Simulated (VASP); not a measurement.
# TaAs (I4_1md) in VASP: notebook

The runs below take TaAs through single point, with r2SCAN, PBE.

All numbers are computed with VASP 6.6.1; they aren't measurements. Logs are shortened: lines on timing, memory, paths and dates and some standing lists are left out, and cuts for length are marked.

## (1) The cell of the first run

Symmetry: I4_1md, No. 109, tetragonal system. The conventional cell has a = 3.508 Å, b = 3.508 Å, c = 11.956 Å, α = 90.00°, β = 90.00°, γ = 90.00°. Within 3.6 Å of Ta (site symmetry 2mm) lie 6 As at 2.66 to 2.67 Å and 8 Ta at 3.47 to 3.51 Å. Within 3.6 Å of As (site symmetry 2mm) lie 6 Ta at 2.66 to 2.67 Å and 8 As at 3.47 to 3.51 Å.

## (2) Single point, r2SCAN (18.39 Å³/atom)

The input, POSCAR:

```
TaAs
1.0
   -1.7539896010      1.7539896010      5.9779540151
    1.7539896010     -1.7539896010      5.9779540151
    1.7539896010      1.7539896010     -5.9779540151
Ta As
2 2
Direct
    0.5000125150      1.0000125150      0.5000000000
    0.7500125150      0.7500125150      0.0000000000
    0.0825869050      0.5825869050      0.5000000000
    0.3325869050      0.3325869050      0.0000000000
```

The input, INCAR.step1:

```
PREC = Accurate ; ENCUT = 520
ISMEAR = -1 ; SIGMA = 0.02
LREAL = F ; LASPH = T
NELM = 100 ; NBANDS = 24
GGA = PE ; ALGO = Normal
EDIFF = 1E-4 ; LWAVE = T
LCHARG = F
```

The input, INCAR.step2:

```
PREC = Accurate ; ENCUT = 520
EDIFF = 1E-7 ; ISMEAR = -1
SIGMA = 0.02 ; LREAL = F
LASPH = T ; NELM = 100
ALGO = Normal ; ISIF = 2
LWAVE = F ; LCHARG = T
METAGGA = R2SCAN ; LMIXTAU = T
LELF = T ; LVHAR = T
NBANDS = 24 ; ISTART = 1
```

The input, KPOINTS:

```
regular mesh
0
Gamma
  8 8 8
```

Potentials or basis: VASP PAW PBE potentials, release 64 (Ta_pv, As).

Started as:

```
$ cat potpaw_PBE.64/Ta_pv/POTCAR potpaw_PBE.64/As/POTCAR > POTCAR
$ cp INCAR.step1 INCAR
$ mpirun -np 1 vasp_std > vasp.out
$ cp INCAR.step2 INCAR
$ mpirun -np 1 vasp_std > vasp.out
```

OUTCAR:

```text
PREC = Accurate
   ENCUT = 520
   EDIFF = 1E-7
   ISMEAR = -1
   LREAL = F
   LASPH = T
   NELM = 100
   ISIF = 2
   METAGGA = R2SCAN
   ISTART = 1

 ion  position               nearest neighbor table
   1  0.500  0.000  0.500-   4 2.66   4 2.66   3 2.67   3 2.67   3 2.67   3 2.67   2 3.47   2 3.47
                             2 3.47   2 3.47
   2  0.750  0.750  0.000-   3 2.66   3 2.66   4 2.67   4 2.67   4 2.67   4 2.67   1 3.47   1 3.47
                             1 3.47   1 3.47
   3  0.083  0.583  0.500-   2 2.66   2 2.66   1 2.67   1 2.67   1 2.67   1 2.67
   4  0.333  0.333  0.000-   1 2.66   1 2.66   2 2.67   2 2.67   2 2.67   2 2.67

  LATTYP: Found a body centered tetragonal cell.
 ALAT       =     3.5079792020
 C/A-ratio  =     3.4082037953

  Lattice vectors:

 A1 = (  -1.7539896010,   1.7539896010,   5.9779540151)
 A2 = (   1.7539896010,  -1.7539896010,   5.9779540151)
 A3 = (   1.7539896010,   1.7539896010,  -5.9779540151)

Analysis of symmetry for initial positions (statically):
=====================================================================
 Subroutine PRICEL returns:
 Original cell was already a primitive cell.

 Routine SETGRP: Setting up the symmetry group for a
 body centered tetragonal supercell.

 Subroutine GETGRP returns: Found  8 space group operations
 (whereof  4 operations were pure point group operations)
 out of a pool of 16 trial point group operations.

The static configuration has the point symmetry C_2v.
 The point group associated with its full space group is C_4v.

Analysis of symmetry for dynamics (positions and initial velocities):
=====================================================================
 Subroutine PRICEL returns:
 Original cell was already a primitive cell.

 Routine SETGRP: Setting up the symmetry group for a
 body centered tetragonal supercell.

 Subroutine GETGRP returns: Found  8 space group operations
 (whereof  4 operations were pure point group operations)
 out of a pool of 16 trial point group operations.

The dynamic configuration has the point symmetry C_2v.
 The point group associated with its full space group is C_4v.

 Subroutine INISYM returns: Found  8 space group operations
 (whereof  4 operations are pure point group operations),
 and found     1 'primitive' translations

----------------------------------------------------------------------------------------

                                     Primitive cell

  volume of cell :      73.5642

[... 91 lines left out ...]
   NELM   =    100;   NELMIN=  2; NELMDL=  0     # of ELM steps
   EDIFF  = 0.1E-06   stopping-criterion for ELM
   LREAL  =      F    real-space projection
   EDIFFG = 0.1E-05   stopping-criterion for IOM
   NSW    =      0    number of steps for IOM
   IBRION =     -1    ionic relax: 0-MD 1-quasi-New 2-CG
   NFREE  =      0    steps in history (QN), initial steepest desc. (CG)
   ISIF   =      2    stress and relaxation
   ISYM   =      2    0-nonsym 1-usesym 2-fastsym
   POTIM  = 0.5000    time-step for ionic-motion
   TEBEG  =    0.0;   TEEND  =   0.0 temperature during run
   PSTRESS=    0.0 pullay stress
   NELECT =      32.0000    total number of electrons
   NUPDOWN=      -1.0000    fix difference up-down
   EMIN   =  10.00;   EMAX   =-10.00  energy-range for DOS
   EFERMI =   0.00;   METHOD = LEGACY
   ISMEAR =    -1;   SIGMA  =   0.02  broadening in eV -4-tet -1-fermi 0-gaus
   EFERMI_NEDOS =   21; number of points for ismear=-14 and -15
   IALGO  =     38    algorithm
   IMIX   =      4    mixing-type and parameters
     AMIX     =   0.40;   BMIX     =  1.00
     AMIX_MAG =   1.60;   BMIX_MAG =  1.00
  volume/ion in A,a.u.               =      18.39       124.11
  Fermi-wavevector in a.u.,A,eV,Ry     =   1.240422  2.344057 20.934544  1.538646
  Thomas-Fermi vector in A             =   2.374863
   LORBIT       =      0    0 simple, 1 ext, 2 COOP (PROOUT), +10 PAW based schemes
   METAGGA = R2SCAN    functional components
   LHFCALC =     F    Hartree Fock is set to
   AEXX    =    0.0000 exact exchange contribution
   IVDW    =     0    specifies the selected vdW correction
   LEPSILON=     F    determine dielectric tensor
   LRPA    =     F    only Hartree local field effects (RPA)
 non-spin polarized calculation
  energy-cutoff  :      520.00
  volume of cell :       73.56
 maximum number of plane-waves:      2034
   NGX = 25   NGY = 25   NGZ = 25

 number of electron      31.9999998 magnetization

 Free energy of the ion-electron system (eV)
  ---------------------------------------------------
  ext. energy  EPLUGINS =         0.00000000
  ---------------------------------------------------
  free energy    TOTEN  =      -128.95117204 eV

  energy without entropy =     -128.94955281  energy(sigma->0) =     -128.95036242

 E-fermi :   6.4265     XC(G=0): -12.4269

 val. band max:        6.4187773760   @ k =  -0.3750   0.3750   0.3750
 cond. band min:       6.4267104290   @ k =  -0.2500   0.2500   0.2500
 fundamental gap:      0.0079330530
 Fermi energy:         6.4265332400

 k-point     1 :       0.0000    0.0000    0.0000
  band No.  band energies     occupation
      1     -30.0297      2.00000
      2     -30.0163      2.00000
      3     -30.0163      2.00000
      4     -29.8819      2.00000
      5     -29.8819      2.00000
      6     -29.8294      2.00000
[... 637 lines left out ...]
     23      10.8955      0.00000
     24      11.4493      0.00000

 [... further k-points ...]

------------------------ aborting loop because EDIFF is reached ----------------------------------------

  FORCE on cell =-STRESS in cart. coord.  units (eV):
  Direction    XX          YY          ZZ          XY          YZ          ZX
  --------------------------------------------------------------------------------------
  -------------------------------------------------------------------------------------
  Total       -4.5016886     -4.5016886     -3.8246533      0.0000000      0.0000000      0.0000000
  in kB      -98.0436442    -98.0436442    -83.2982863      0.0000000      0.0000000      0.0000000
  external PRESSURE =     -93.1285249 kB  Pullay stress =       0.0000000 kB

 VOLUME and BASIS-vectors are now :
 -----------------------------------------------------------------------------
  energy-cutoff  :      520.00
  volume of cell :       73.56
      direct lattice vectors                 reciprocal lattice vectors
    -1.753989601  1.753989601  5.977954015     0.000000000  0.285064404  0.083640657
     1.753989601 -1.753989601  5.977954015     0.285064404  0.000000000  0.083640657
     1.753989601  1.753989601 -5.977954015     0.285064404  0.285064404  0.000000000

 POSITION                                       TOTAL-FORCE (eV/Angst)
 -----------------------------------------------------------------------------------
      0.00000      1.75399      0.00015        -0.000000     -0.000000     -0.030485
      0.00000      0.00000      8.96708        -0.000000     -0.000000     -0.030485
      1.75399      0.00000      0.98740         0.000000      0.000000      0.030485
      0.00000      0.00000      3.97638         0.000000      0.000000      0.030485
 -----------------------------------------------------------------------------------
    total drift:                                0.000003      0.000003      0.000243

  FREE ENERGIE OF THE ION-ELECTRON SYSTEM (eV)
  ---------------------------------------------------
  free  energy   TOTEN  =      -128.9511720355 eV

  energy  without entropy=     -128.9495528073  energy(sigma->0) =     -128.95036242
```

Wall time 21 min (1 thread of AMD EPYC 9R45 (Zen 5), shared host); peak memory 0.38 GiB.

What came out:

```yaml
Free_energy: -128.9512 eV
Pressure: -9.3 GPa
Largest_force: 0.030 eV/Å
Band_gap_on_the_k_mesh: zero (bands 16 and 17 overlap by 0.05 eV)
```

Forces in eV/Å, atoms in the order of the input:
```
Ta   0.000  0.000 -0.030
Ta   0.000  0.000 -0.030
As   0.000  0.000  0.030
As   0.000  0.000  0.030
```

Caveat: the cell stands under tension; the PAW data sets were made with another functional, which shifts forces and pressure a little; spin-orbit coupling is left out, which moves the levels of the heavy elements.

## (3) Single point, PBE

This run uses another cell than the first one, of 17.35 Å³/atom.

The input, INCAR:

```
PREC = Accurate
ENCUT = 520
EDIFF = 1E-7
ISMEAR = -1
SIGMA = 0.02
LREAL = False
LASPH = True
NELM = 100
ALGO = Normal
ISIF = 2
LWAVE = False
LCHARG = True
GGA = PE
LELF = True
LVHAR = True
NBANDS = 24
```

The input, KPOINTS:

```
Automatic mesh
0
Gamma
  10 10 10
```

The input, POSCAR:

```
TaAs
1.0
   -1.7202506308      1.7202506308      5.8629647290
    1.7202506308     -1.7202506308      5.8629647290
    1.7202506308      1.7202506308     -5.8629647290
Ta As
2 2
Direct
    0.5000125150      1.0000125150      0.5000000000
    0.7500125150      0.7500125150      0.0000000000
    0.0825869050      0.5825869050      0.5000000000
    0.3325869050      0.3325869050      0.0000000000
```

Potentials or basis: VASP PAW PBE potentials, release 64 (Ta_pv, As).

Started as:

```
$ cat potpaw_PBE.64/Ta_pv/POTCAR potpaw_PBE.64/As/POTCAR > POTCAR
$ mpirun -np 1 vasp_std > vasp.out
```

OUTCAR:

```text
PREC = Accurate
   ENCUT = 520
   EDIFF = 1E-7
   ISMEAR = -1
   LREAL = False
   LASPH = True
   NELM = 100
   ISIF = 2
   GGA = PE

 ion  position               nearest neighbor table
   1  0.500  0.000  0.500-   4 2.61   4 2.61   3 2.62   3 2.62   3 2.62   3 2.62   2 3.40   2 3.40
                             2 3.40   2 3.40
   2  0.750  0.750  0.000-   3 2.61   3 2.61   4 2.62   4 2.62   4 2.62   4 2.62   1 3.40   1 3.40
                             1 3.40   1 3.40
[... 853 lines left out ...]
  --------------------------------------------------------------------------------------
  -------------------------------------------------------------------------------------
  Total        1.5055695      1.5055695      1.0476945      0.0000000      0.0000000      0.0000000
  in kB       34.7576703     34.7576703     24.1871410      0.0000000      0.0000000      0.0000000
  external PRESSURE =      31.2341605 kB  Pullay stress =       0.0000000 kB

 VOLUME and BASIS-vectors are now :
 -----------------------------------------------------------------------------
  energy-cutoff  :      520.00
  volume of cell :       69.40
      direct lattice vectors                 reciprocal lattice vectors
    -1.720250631  1.720250631  5.862964729     0.000000000  0.290655321  0.085281086
     1.720250631 -1.720250631  5.862964729     0.290655321  0.000000000  0.085281086
     1.720250631  1.720250631 -5.862964729     0.290655321  0.290655321  0.000000000

 POSITION                                       TOTAL-FORCE (eV/Angst)
 -----------------------------------------------------------------------------------
      0.00000      1.72025      0.00015        -0.000000     -0.000000      0.018263
      0.00000      0.00000      8.79459         0.000000      0.000000      0.018263
      1.72025      0.00000      0.96841        -0.000000      0.000000     -0.018263
      0.00000      0.00000      3.89989         0.000000     -0.000000     -0.018263
 -----------------------------------------------------------------------------------
    total drift:                                0.000000      0.000000      0.000275

  FREE ENERGIE OF THE ION-ELECTRON SYSTEM (eV)
  ---------------------------------------------------
  free  energy   TOTEN  =       -35.1006473783 eV

  energy  without entropy=      -35.0999913578  energy(sigma->0) =      -35.10031937
```

Run time: 7.1 min. Hardware: 1 thread of AMD EPYC 9R45 (Zen 5), shared host; peak memory 0.37 GiB.

Results:

```yaml
Free_energy: -35.1006 eV
Pressure: 3.1 GPa
Largest_force: 0.018 eV/Å
Band_gap_on_the_k_mesh: 0.05 eV
```

Forces on the atoms (eV/Å):
```
Ta   0.000  0.000  0.018
Ta   0.000  0.000  0.018
As   0.000  0.000 -0.018
As   0.000  0.000 -0.018
```

Caveat: the cell stands under pressure; spin-orbit coupling is left out, which moves the levels of the heavy elements.

## (4) Single point, r2SCAN

This run uses another cell than the first one, of 17.35 Å³/atom.

POSCAR is that of step 3.

The input, INCAR.step1:

```
SYSTEM = TaAs
PREC = Accurate
ENCUT = 520
ISMEAR = -1
SIGMA = 0.02
LREAL = .FALSE.
LASPH = .TRUE.
NELM = 100
NBANDS = 24
GGA = PE
ALGO = Normal
EDIFF = 1E-4
LWAVE = .TRUE.
LCHARG = .FALSE.
```

The input, INCAR.step2:

```
SYSTEM = TaAs
PREC = Accurate
ENCUT = 520
EDIFF = 1E-7
ISMEAR = -1
SIGMA = 0.02
LREAL = .FALSE.
LASPH = .TRUE.
NELM = 100
ALGO = Normal
ISIF = 2
LWAVE = .FALSE.
LCHARG = .FALSE.
METAGGA = R2SCAN
LMIXTAU = .TRUE.
NBANDS = 24
ISTART = 1
```

The input, KPOINTS:

```
Automatic mesh
0
G
  10 10 10
  0 0 0
```

Started as:

```
$ cat potpaw_PBE.64/Ta_pv/POTCAR potpaw_PBE.64/As/POTCAR > POTCAR
$ cp INCAR.step1 INCAR
$ mpirun -np 1 vasp_std > vasp.out
$ cp INCAR.step2 INCAR
$ mpirun -np 1 vasp_std > vasp.out
```

Run time: 21 min. Hardware: 1 thread of AMD EPYC 9R45 (Zen 5), shared host; peak memory 0.42 GiB.

The run converged. Its results:

* Free energy: -129.0822 eV
* Pressure: 0.5 GPa
* Largest force: 0.003 eV/Å
* Band gap on the k mesh: 0.06 eV (least direct gap 0.09 eV)

Forces on the atoms (eV/Å):
```
Ta   0.000  0.000 -0.003
Ta   0.000  0.000 -0.003
As   0.000  0.000  0.003
As   0.000  0.000  0.003
```

Stress tensor (GPa, compression positive):
```
0.53 0.00 0.00
0.00 0.53 0.00
0.00 0.00 0.45
```

Levels at points of the mesh, in eV from the valence-band top:
```
           k point  band 14  band 15  band 16  band 17  band 18  band 19
(0.00, 0.00, 0.00)    -2.02    -1.75    -1.75     1.00     1.70     2.53
(0.50, 0.00, 0.00)    -2.48    -1.63    -0.29     0.19     1.50     2.46
(0.50, 0.50, 0.00)    -3.42    -1.22    -1.22     3.05     3.05     3.27
(0.50, 0.50, 0.50)    -2.87    -1.05    -1.05     1.33     1.33     2.46
```

Caveat: the PAW data sets were made with another functional, which shifts forces and pressure a little; spin-orbit coupling is left out, which moves the levels of the heavy elements.

## (5) Overview

| level | cell | k mesh | gap on the mesh (eV) | pressure (GPa) | largest force (eV/Å) |
| --- | --- | --- | --- | --- | --- |
| r2SCAN | a = 6.472 Å, angles 148.6, 148.6, 45.1°, 4 atoms | 8 × 8 × 8 | none | -9.3 | 0.03 |
| PBE | a = 6.348 Å, angles 148.6, 148.6, 45.1°, 4 atoms | 10 × 10 × 10 | 0.05 | 3.1 | 0.02 |
| r2SCAN | a = 6.348 Å, angles 148.6, 148.6, 45.1°, 4 atoms | 10 × 10 × 10 | 0.06 | 0.5 | - |

Alike in all rows: task single point; potentials or basis VASP PAW PBE potentials, release 64 (Ta_pv, As); no spin polarisation; cutoff (eV) 520; smearing fermi-dirac 0.02 eV.

Caveats: spin-orbit coupling is left out, which moves the levels of the heavy elements; the PAW data sets were made with another functional, which shifts forces and pressure a little (at least some runs); the cell stands under tension (at least some runs); the cell stands under pressure (at least some runs).

Absolute energies hang on the potentials; compare differences alone.
